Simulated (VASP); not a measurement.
WS2: single point with PBE+D3(BJ)

WS2, a slab with vacuum:

```xyz
3
Lattice="3.1593 0.0000 0.0000 -1.5796 2.7360 0.0000 0.0000 0.0000 20.1273" Properties=species:S:1:pos:R:3 pbc="T T T"
S     1.5796    0.9120    8.4888
S     1.5796    0.9120   11.6409
W     0.0000    1.8240   10.0648
```

```yaml
Program: VASP 6.6.1
Task: single point
Functional: PBE
Dispersion: D3(BJ)
Potentials_or_basis: VASP PAW PBE potentials, release 64 (S, W_sv)
Cutoff: 520 eV
k_mesh: 12 × 12 × 1
Occupations: gaussian, width 0.05 eV
Spin: no spin polarisation
Dipole_correction: yes
Further_INCAR_settings: ALGO = Normal; EDIFF = 1e-07; NBANDS = 20
```

```yaml
Largest_force: 0.005 eV/Å
Band_gap_on_the_k_mesh: 1.92 eV
Dispersion_energy_per_atom: -0.310 eV
```

Forces on the atoms (eV/Å):
```
S    0.000  0.000 -0.005
S    0.000  0.000  0.005
W    0.000  0.000  0.000
```

Levels at points of the mesh, in eV from the valence-band top:
```
           k point  band 11  band 12  band 13  band 14  band 15  band 16
(0.00, 0.00, 0.00)    -1.57    -1.57    -0.14     2.94     2.94     3.07
(0.50, 0.00, 0.00)    -2.22    -1.22    -0.96     2.95     3.37     4.06
```

Run time: 2.9 min on 1 thread of Intel Xeon 8259CL, on a shared host, peak memory 0.31 GiB.

Caveat: spin-orbit coupling is left out, which moves the levels of the heavy elements.
